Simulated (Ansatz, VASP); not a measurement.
## Two plane-wave programs on SnO

```xyz
4
Lattice="3.3550 0.0000 0.0000 0.0000 5.6741 0.0000 0.0000 0.0000 4.2220" Properties=species:S:1:pos:R:3 pbc="T T T"
Sn    0.0000    1.3159    2.1665
Sn    1.6775    4.3582    0.0555
O     0.0000    5.0570    3.1110
O     1.6775    0.6171    1.0000
```

Alike in both runs: task single point; functional PBE; k mesh 6 × 4 × 4; occupations gaussian, width 0.1 eV; no spin polarisation.

|  | VASP | Ansatz |
| --- | --- | --- |
| version | VASP 6.6.1 | Ansatz 0.2.0 |
| potentials or method | VASP PAW PBE potentials, release 64 (Sn_d, O), cutoff 520 eV | scalar-relativistic, plane waves, PAW |
| valence electrons in the cell | 40 | 40 |

```tsv
	VASP	Ansatz	Ansatz less VASP
gap on the k mesh at the Fermi level (eV)	1.65	1.66	+0.010
least direct gap on the mesh (eV)	2.39	2.40	+0.008
pressure (GPa)	0.5	0.3	-0.20
traceless stress, the component that is largest in VASP (GPa)	-0.17	-0.20	-0.032
rms of the force components (eV/Å)	0.030	0.054	+0.0248
```

Atom by atom the forces differ by 0.034 eV/Å (rms over components).
